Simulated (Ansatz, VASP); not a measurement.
**Two plane-wave programs on Zr3TiC4**

```
CELL_PARAMETERS angstrom
3.26885 -4.62152 0.00000
3.26885 4.62152 0.00000
0.00000 0.00000 3.27557
ATOMIC_POSITIONS crystal
Zr 0.00000 0.00000 0.00000
Zr 0.00000 0.50000 0.50000
Zr 0.50000 0.00000 0.50000
Ti 0.50000 0.50000 0.00000
C 0.25482 0.74518 0.00000
C 0.74518 0.25482 0.00000
C 0.25966 0.25966 0.50000
C 0.74034 0.74034 0.50000
```

Alike in both runs: functional PBE; k mesh 8 × 8 × 12; occupations gaussian, width 0.1 eV; no spin polarisation.

Ansatz relaxed the structure, and its values are those at the end. VASP's run is a single point on that final structure, the one shown.

```csv
,VASP,Ansatz
version,VASP 6.6.1,Ansatz 0.2.0
potentials or method,"VASP PAW PBE potentials, release 64 (Zr_sv, Ti_sv, C), cutoff 520 eV","scalar-relativistic, plane waves, PAW"
valence electrons in the cell,64,64
```

Ansatz gave:

```
gap on the k mesh at the Fermi level (eV) : none
pressure (GPa)                            : 0.0
```

**Question.** What did VASP give for the same quantities?

**Answer.** gap on the k mesh at the Fermi level (eV): none; pressure (GPa): 0.3.

A gap of «none» marks a metal or a gap that the smearing closes.
